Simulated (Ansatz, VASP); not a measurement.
## One calculation of AlN, two programs

```xyz
4
Lattice="3.3121 0.0621 0.0000 -1.6023 2.8373 0.0000 0.0000 0.0000 4.1876" Properties=species:S:1:pos:R:3 pbc="T T T"
Al    0.0359    1.9123    3.1407
Al    1.6740    0.9872    1.0469
N     0.0359    1.9123    1.0469
N     1.6740    0.9872    3.1407
```

Change from the starting cell: strain +0.0375 x Voigt [0, 0, 0, 0, 0, 1], atoms carried along.

Alike in both runs: task single point; functional PBEsol; k mesh 12 × 12 × 6; occupations gaussian, width 0.05 eV; no spin polarisation.

```csv
,VASP,Ansatz
version,VASP 6.6.1,Ansatz 0.2.0
potentials or method,"VASP PAW PBE potentials, release 64 (Al, N), cutoff 520 eV","scalar-relativistic, plane waves, PAW"
valence electrons in the cell,16,16
```

```tsv
	VASP	Ansatz	Ansatz less VASP
gap on the k mesh at the Fermi level (eV)	3.18	3.16	-0.013
least direct gap on the mesh (eV)	3.18	3.16	-0.013
pressure (GPa)	-3.3	-3.2	+0.12
traceless stress, the component that is largest in VASP (GPa)	-6.21	-6.14	+0.067
rms of the force components (eV/Å)	0.264	0.260	-0.0036
```

VASP's potentials were made for PBE, not for PBEsol. Atom by atom the forces differ by 0.004 eV/Å (rms over components).
